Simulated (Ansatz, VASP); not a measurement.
HfN in VASP and in Ansatz

```
Hf N
1.0
     3.21599    0.00000    0.00000
    -1.60800    2.78513    0.00000
     0.00000    0.00000    7.87568
Hf N
3 3
Direct
  0.00000 0.00000 0.00000
  0.33333 0.66667 0.33333
  0.66667 0.33333 0.66667
  0.66667 0.33333 0.16667
  0.00000 0.00000 0.50000
  0.33333 0.66667 0.83333
```

Alike in both runs: functional PBE; k mesh 12 × 12 × 6; occupations gaussian, width 0.1 eV; no spin polarisation.

Ansatz relaxed the structure, and its values are those at the end. VASP's run is a single point on that final structure, the one shown.

|  | VASP | Ansatz |
| --- | --- | --- |
| version | VASP 6.6.1 | Ansatz 0.2.0 |
| potentials or method | VASP PAW PBE potentials, release 64 (Hf_pv, N), cutoff 600 eV | scalar-relativistic, plane waves, PAW |
| valence electrons in the cell | 45 | 93 |

Ansatz gave:

| Quantity | Value |
| --- | --- |
| gap on the k mesh at the Fermi level (eV) | none |
| pressure (GPa) | 0.0 |

Which values does VASP return?

gap on the k mesh at the Fermi level (eV): none; pressure (GPa): -2.4.

A gap of «none» marks a metal or a gap that the smearing closes. VASP's potentials hold 45 valence electrons a cell and Ansatz's 93, so a difference there can come from the potentials and not from the codes.

Neither program's run includes spin-orbit coupling.
